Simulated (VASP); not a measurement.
# BN (F-43m) in VASP: notebook

Runs on BN. Level: PBE. Tasks: single point.

Program: VASP 6.6.1. These are calculated values, not measurements. Logs are shortened: lines on timing, memory, paths and dates and some standing lists are left out, and cuts for length are marked.

## (1) The cell of the first run

The structure is cubic, space group F-43m (No. 216). The conventional cell has a = 3.682 Å, b = 3.682 Å, c = 3.682 Å, α = 90.00°, β = 90.00°, γ = 90.00°. B (site symmetry -43m) has 4 N at 1.59 Å within 2.1 Å. Within 2.1 Å of N (site symmetry -43m) lie 4 B at 1.59 Å.

## (2) Single point, PBE (volume 6.239 Å^3 an atom, c/a of the conventional cell 1.0000)

The input, INCAR:

```
PREC = Accurate
ENCUT = 520
EDIFF = 1E-7
ISMEAR = 0
SIGMA = 0.05
LREAL = False
LASPH = True
NELM = 60
ALGO = Normal
ISIF = 2
LWAVE = False
LCHARG = True
GGA = PE
LELF = True
LVHAR = True
NBANDS = 11
```

The input, KPOINTS:

```
Automatic mesh
0
Gamma
  12 12 12
```

The input, POSCAR:

```
BN
1.0
    0.0000000000      1.8409344655      1.8409344655
    1.8409344655      0.0000000000      1.8409344655
    1.8409344655      1.8409344655      0.0000000000
B N
1 1
Direct
    0.0000000000      0.0000000000      0.0000000000
    0.7500000000      0.7500000000      0.7500000000
```

Potentials or basis: VASP PAW PBE potentials, release 64 (B, N).

Launch:

```sh
cat potpaw_PBE.64/B/POTCAR potpaw_PBE.64/N/POTCAR > POTCAR
mpirun -np 1 vasp_std > vasp.out
```

OUTCAR:

```text
PREC = Accurate
   ENCUT = 520
   EDIFF = 1E-7
   ISMEAR = 0
   LREAL = False
   LASPH = True
   NELM = 60
   ISIF = 2
   GGA = PE

 ion  position               nearest neighbor table
   1  0.000  0.000  0.000-   2 1.59   2 1.59   2 1.59   2 1.59
   2  0.750  0.750  0.750-   1 1.59   1 1.59   1 1.59   1 1.59

  LATTYP: Found a face centered cubic cell.
 ALAT       =     3.6818689310

  Lattice vectors:

 A1 = (   0.0000000000,   1.8409344655,   1.8409344655)
 A2 = (   1.8409344655,   0.0000000000,   1.8409344655)
 A3 = (   1.8409344655,   1.8409344655,   0.0000000000)

Analysis of symmetry for initial positions (statically):
=====================================================================
 Subroutine PRICEL returns:
 Original cell was already a primitive cell.

 Routine SETGRP: Setting up the symmetry group for a
 face centered cubic supercell.

 Subroutine GETGRP returns: Found 24 space group operations
 (whereof 24 operations were pure point group operations)
 out of a pool of 48 trial point group operations.

The static configuration has the point symmetry T_d .

Analysis of symmetry for dynamics (positions and initial velocities):
=====================================================================
 Subroutine PRICEL returns:
 Original cell was already a primitive cell.

 Routine SETGRP: Setting up the symmetry group for a
 face centered cubic supercell.

 Subroutine GETGRP returns: Found 24 space group operations
 (whereof 24 operations were pure point group operations)
 out of a pool of 48 trial point group operations.

The dynamic configuration has the point symmetry T_d .

 Subroutine INISYM returns: Found 24 space group operations
 (whereof 24 operations are pure point group operations),
 and found     1 'primitive' translations

----------------------------------------------------------------------------------------

                                     Primitive cell

  volume of cell :      12.4780

  direct lattice vectors                    reciprocal lattice vectors
     0.000000000  1.840934465  1.840934465    -0.271601195  0.271601195  0.271601195
     1.840934465  0.000000000  1.840934465     0.271601195 -0.271601195  0.271601195
     1.840934465  1.840934465  0.000000000     0.271601195  0.271601195 -0.271601195

  length of vectors
     2.603474489  2.603474489  2.603474489     0.470427068  0.470427068  0.470427068

  position of ions in fractional coordinates (direct lattice)
     0.000000000  0.000000000  0.000000000
     0.750000000  0.750000000  0.750000000

  ion indices of the primitive-cell ions
   primitive index   ion index
                 1           1
                 2           2

----------------------------------------------------------------------------------------

 KPOINTS: Automatic mesh

Automatic generation of k-mesh.
 Grid dimensions read from file:
 generate k-points for:   12   12   12

 Generating k-lattice:

  Cartesian coordinates                     Fractional coordinates (reciprocal lattice)
    -0.022633433  0.022633433  0.022633433     0.083333333  0.000000000  0.000000000
     0.022633433 -0.022633433  0.022633433     0.000000000  0.083333333  0.000000000
     0.022633433  0.022633433 -0.022633433     0.000000000  0.000000000  0.083333333

  Length of vectors
     0.039202256  0.039202256  0.039202256

  Shift w.r.t. Gamma in fractional coordinates (k-lattice)
     0.000000000  0.000000000  0.000000000

 Subroutine IBZKPT returns following result:
 ===========================================

 Found     72 irreducible k-points:

 Following reciprocal coordinates:
            Coordinates               Weight
  0.000000  0.000000  0.000000      1.000000
  0.083333  0.000000  0.000000      8.000000
  0.166667  0.000000  0.000000      8.000000
  0.250000  0.000000  0.000000      8.000000
  0.333333  0.000000  0.000000      8.000000
  0.416667  0.000000  0.000000      8.000000
[... 16 lines left out ...]
  0.500000  0.166667  0.000000     24.000000
 -0.416667  0.166667  0.000000     24.000000
 [... further k-points ...]
   k-points           NKPTS =     72   k-points in BZ     NKDIM =     72   number of bands    NBANDS=     11
   number of dos      NEDOS =    301   number of ions     NIONS =      2
   total plane-waves  NPLWV =   8000
   dimension x,y,z NGX =    20 NGY =   20 NGZ =   20
   dimension x,y,z NGXF=    40 NGYF=   40 NGZF=   40
   ions per type =               1   1
   NGX,Y,Z   is equivalent  to a cutoff of  12.77, 12.77, 12.77 a.u.
   NGXF,Y,Z  is equivalent  to a cutoff of  25.54, 25.54, 25.54 a.u.
 SYSTEM =  unknown system
   PREC   = accura    normal or accurate (medium, high low for compatibility)
   ISTART =      0    job   : 0-new  1-cont  2-samecut
   ICHARG =      2    charge: 1-file 2-atom 10-const
   ISPIN  =      1    spin polarized calculation?
   LNONCOLLINEAR =      F non collinear calculations
   LSORBIT =      F    spin-orbit coupling
   LASPH  =      T    aspherical Exc in radial PAW
   ENCUT  =  520.0 eV  38.22 Ry    6.18 a.u.   4.84  4.84  4.84*2*pi/ulx,y,z
   NELM   =     60;   NELMIN=  2; NELMDL= -5     # of ELM steps
   EDIFF  = 0.1E-06   stopping-criterion for ELM
   LREAL  =      F    real-space projection
   EDIFFG = 0.1E-05   stopping-criterion for IOM
   NSW    =      0    number of steps for IOM
   IBRION =     -1    ionic relax: 0-MD 1-quasi-New 2-CG
   NFREE  =      0    steps in history (QN), initial steepest desc. (CG)
   ISIF   =      2    stress and relaxation
   ISYM   =      2    0-nonsym 1-usesym 2-fastsym
   POTIM  = 0.5000    time-step for ionic-motion
   TEBEG  =    0.0;   TEEND  =   0.0 temperature during run
   PSTRESS=    0.0 pullay stress
   NELECT =       8.0000    total number of electrons
   NUPDOWN=      -1.0000    fix difference up-down
   EMIN   =  10.00;   EMAX   =-10.00  energy-range for DOS
   EFERMI =   0.00;   METHOD = LEGACY
   ISMEAR =     0;   SIGMA  =   0.05  broadening in eV -4-tet -1-fermi 0-gaus
   EFERMI_NEDOS =   21; number of points for ismear=-14 and -15
   IALGO  =     38    algorithm
   IMIX   =      4    mixing-type and parameters
     AMIX     =   0.40;   BMIX     =  1.00
     AMIX_MAG =   1.60;   BMIX_MAG =  1.00
  volume/ion in A,a.u.               =       6.24        42.10
  Fermi-wavevector in a.u.,A,eV,Ry     =   1.411637  2.667608 27.112605  1.992720
  Thomas-Fermi vector in A             =   2.533468
   LORBIT       =      0    0 simple, 1 ext, 2 COOP (PROOUT), +10 PAW based schemes
   GGA     = PE    functional components
   LHFCALC =     F    Hartree Fock is set to
   AEXX    =    0.0000 exact exchange contribution
   IVDW    =     0    specifies the selected vdW correction
   LEPSILON=     F    determine dielectric tensor
   LRPA    =     F    only Hartree local field effects (RPA)
 non-spin polarized calculation
 Gauss-broadening in eV      SIGMA  =   0.05
  energy-cutoff  :      520.00
  volume of cell :       12.48
 maximum number of plane-waves:       347
   NGX =  9   NGY =  9   NGZ =  9

 number of electron       8.0000002 magnetization

 Free energy of the ion-electron system (eV)
  ---------------------------------------------------
  ext. energy  EPLUGINS =         0.00000000
  ---------------------------------------------------
  free energy    TOTEN  =       -17.42292571 eV

  energy without entropy =      -17.42292571  energy(sigma->0) =      -17.42292571

 E-fermi :   7.0240     XC(G=0): -12.5525

 val. band max:        6.7407472766   @ k =   0.0000   0.0000   0.0000
 cond. band min:      11.1396578239   @ k =   0.5000   0.5000   0.0000
 fundamental gap:      4.3989105473
 Fermi energy:         7.0240307301

 k-point     1 :       0.0000    0.0000    0.0000
  band No.  band energies     occupation
      1     -12.8782      2.00000
      2       6.7407      2.00000
      3       6.7407      2.00000
      4       6.7407      2.00000
      5      15.2992      0.00000
      6      15.2992      0.00000
      7      15.2992      0.00000
      8      16.2102      0.00000
      9      30.4756      0.00000
     10      33.8482      0.00000
     11      33.8482      0.00000

 k-point     2 :       0.0833    0.0000    0.0000
  band No.  band energies     occupation
      1     -12.7167      2.00000
      2       5.8596      2.00000
      3       6.5707      2.00000
      4       6.5707      2.00000
      5      15.4139      0.00000
      6      15.5569      0.00000
      7      15.5569      0.00000
      8      16.8360      0.00000
      9      30.3787      0.00000
     10      31.7329      0.00000
     11      31.7329      0.00000

 k-point     3 :       0.1667    0.0000    0.0000
  band No.  band energies     occupation
      1     -12.2387      2.00000
      2       3.8389      2.00000
      3       6.1558      2.00000
      4       6.1558      2.00000
      5      15.6014      0.00000
      6      16.1591      0.00000
      7      16.1591      0.00000
      8      18.2238      0.00000
      9      30.0033      0.00000
     10      30.2370      0.00000
     11      30.2370      0.00000

 k-point     4 :       0.2500    0.0000    0.0000
  band No.  band energies     occupation
      1     -11.4691      2.00000
      2       1.4738      2.00000
      3       5.6747      2.00000
      4       5.6747      2.00000
      5      15.8119      0.00000
      6      16.7450      0.00000
      7      16.7450      0.00000
      8      19.5995      0.00000
      9      29.5026      0.00000
     10      29.8279      0.00000
     11      29.8279      0.00000
[... 239 lines left out ...]
 k-point    22 :       0.4167    0.1667    0.0000
  band No.  band energies     occupation
      1      -9.6292      2.00000
      2      -1.0979      2.00000
      3       3.7346      2.00000
      4       3.9493      2.00000
      5      14.9690      0.00000
      6      18.5048      0.00000
      7      19.1593      0.00000
      8      19.9561      0.00000
      9      26.4798      0.00000
     10      31.9378      0.00000
     11      34.3376      0.00000

 k-point    23 :       0.5000    0.1667    0.0000
  band No.  band energies     occupation
      1      -8.7397      2.00000
      2      -2.5504      2.00000
      3       3.1777      2.00000
      4       4.0160      2.00000
      5      15.3264      0.00000
      6      18.4257      0.00000
      7      18.9442      0.00000
      8      21.1690      0.00000
      9      26.8494      0.00000
     10      32.0830      0.00000
     11      33.5442      0.00000

 k-point    24 :      -0.4167    0.1667    0.0000
  band No.  band energies     occupation
      1      -8.5737      2.00000
      2      -2.7957      2.00000
      3       2.7979      2.00000
      4       4.3125      2.00000
      5      15.7641      0.00000
      6      18.2781      0.00000
      7      18.5716      0.00000
      8      21.7243      0.00000
      9      27.1310      0.00000
     10      31.4216      0.00000
     11      32.3423      0.00000

 [... further k-points ...]

------------------------ aborting loop because EDIFF is reached ----------------------------------------

  FORCE on cell =-STRESS in cart. coord.  units (eV):
  Direction    XX          YY          ZZ          XY          YZ          ZX
  --------------------------------------------------------------------------------------
  -------------------------------------------------------------------------------------
  Total       -1.2376728     -1.2376728     -1.2376728     -0.0000000     -0.0000000     -0.0000000
  in kB     -158.9174000   -158.9174000   -158.9174000     -0.0000000     -0.0000000     -0.0000000
  external PRESSURE =    -158.9174000 kB  Pullay stress =       0.0000000 kB

 VOLUME and BASIS-vectors are now :
 -----------------------------------------------------------------------------
  energy-cutoff  :      520.00
  volume of cell :       12.48
      direct lattice vectors                 reciprocal lattice vectors
     0.000000000  1.840934465  1.840934465    -0.271601195  0.271601195  0.271601195
     1.840934465  0.000000000  1.840934465     0.271601195 -0.271601195  0.271601195
     1.840934465  1.840934465  0.000000000     0.271601195  0.271601195 -0.271601195

 POSITION                                       TOTAL-FORCE (eV/Angst)
 -----------------------------------------------------------------------------------
      0.00000      0.00000      0.00000         0.000000      0.000000      0.000000
      2.76140      2.76140      2.76140        -0.000000     -0.000000     -0.000000
 -----------------------------------------------------------------------------------
    total drift:                                0.000000      0.000000     -0.000000

  FREE ENERGIE OF THE ION-ELECTRON SYSTEM (eV)
  ---------------------------------------------------
  free  energy   TOTEN  =       -17.4229257091 eV

  energy  without entropy=      -17.4229257091  energy(sigma->0) =      -17.42292571
```

Run time: 6.7 s. Hardware: 1 thread of AMD EPYC 9R14 (Zen 4), shared host; peak memory 0.09 GiB.

Results:

```yaml
Free_energy: -17.4229 eV
Pressure: -15.9 GPa
Band_gap_on_the_k_mesh: 4.40 eV, indirect (least direct gap 8.56 eV)
```

 A k mesh can miss the band edges.

## (3) Single point, PBE (volume 6.668 Å^3 an atom, c/a of the conventional cell 1.0000)

The input, INCAR:

```
ALGO     = Normal         # electronic algorithm
EDIFF    = 1E-7           # SCF threshold, eV
ENCUT    = 520            # plane-wave cutoff, eV
GGA      = PE             # functional
ISIF     = 2              # what is computed and relaxed
ISMEAR   = 0              # smearing method
LASPH    = T              # aspherical terms in the spheres
LCHARG   = F              # write CHGCAR
LREAL    = F              # projectors in reciprocal space
LWAVE    = F              # write WAVECAR
NBANDS   = 11             # bands
NELM     = 60             # most SCF steps
PREC     = Accurate       # precision mode
SIGMA    = 0.05           # smearing width, eV
```

The input, KPOINTS:

```
k-points
0
Gamma
  12 12 12
```

The input, POSCAR:

```
BN
1.0
    0.0000000000      1.8821975209      1.8821975209
    1.8821975209      0.0000000000      1.8821975209
    1.8821975209      1.8821975209      0.0000000000
B N
1 1
Direct
    0.0000000000      0.0000000000      0.0000000000
    0.7500000000      0.7500000000      0.7500000000
```

Potentials or basis: VASP PAW PBE potentials, release 64 (B, N).

Launch:

```sh
cat potpaw_PBE.64/B/POTCAR potpaw_PBE.64/N/POTCAR > POTCAR
mpirun -np 1 vasp_std > vasp.out
```

It took 6.3 s on 1 thread of AMD EPYC 9R14 (Zen 4), shared host; peak memory 0.09 GiB.

Results (log left out):

```
Free energy            : -17.2874 eV
Pressure               : -34.2 GPa
Band gap on the k mesh : 4.32 eV, indirect (least direct gap 8.24 eV)
```

Levels at points of the mesh, in eV from the valence-band top:
```csv
k point,band 1,band 2,band 3,band 4,band 5,band 6,band 7,band 8,band 9
"(0.00, 0.00, 0.00)",-18.92,0.00,0.00,0.00,8.24,8.24,8.24,8.44,22.55
"(0.50, 0.00, 0.00)",-15.25,-9.63,-1.72,-1.72,8.62,10.03,10.03,14.01,21.83
"(0.50, 0.50, 0.00)",-14.05,-8.17,-4.34,-4.34,4.32,8.53,16.13,16.13,18.85
```

 A k mesh can miss the band edges.

(Continued in part 2 of 2.)
